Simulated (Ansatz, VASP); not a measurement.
# Co in VASP and in Ansatz

```
Co
1.0
     2.49352    0.00000    0.00000
    -1.24676    2.15945    0.00000
     0.00000    0.00000    4.02778
Co
2
Direct
  0.33333 0.66667 0.25000
  0.66667 0.33333 0.75000
```

Alike in both runs: task single point; functional PBE; k mesh 14 × 14 × 8; collinear spin.

|  | VASP | Ansatz |
| --- | --- | --- |
| version | VASP 6.6.1 | Ansatz 0.2.0 |
| potentials or method | VASP PAW PBE potentials, release 64 (Co), cutoff 520 eV | plane waves (420 eV) with PAW, scalar-relativistic |
| occupations | methfessel-paxton of order 1, width 0.03 eV | cold, width 0.03 eV |
| valence electrons in the cell | 18 | 34 |

```csv
,VASP,Ansatz,Ansatz less VASP
pressure (GPa),-1.0,0.0,+1.02
"traceless stress, the component that is largest in VASP (GPa)",0.08,-0.14,-0.219
net moment per atom (μB),1.57,1.59,+0.020
size of the moment on the site where the two differ most (μB),1.59,1.67,+0.078
```

Site moments also hang on the region over which each program counts them. VASP's potentials hold 18 valence electrons a cell and Ansatz's 34, so a difference there can come from the potentials and not from the codes. Ansatz's warnings: stability check not made.
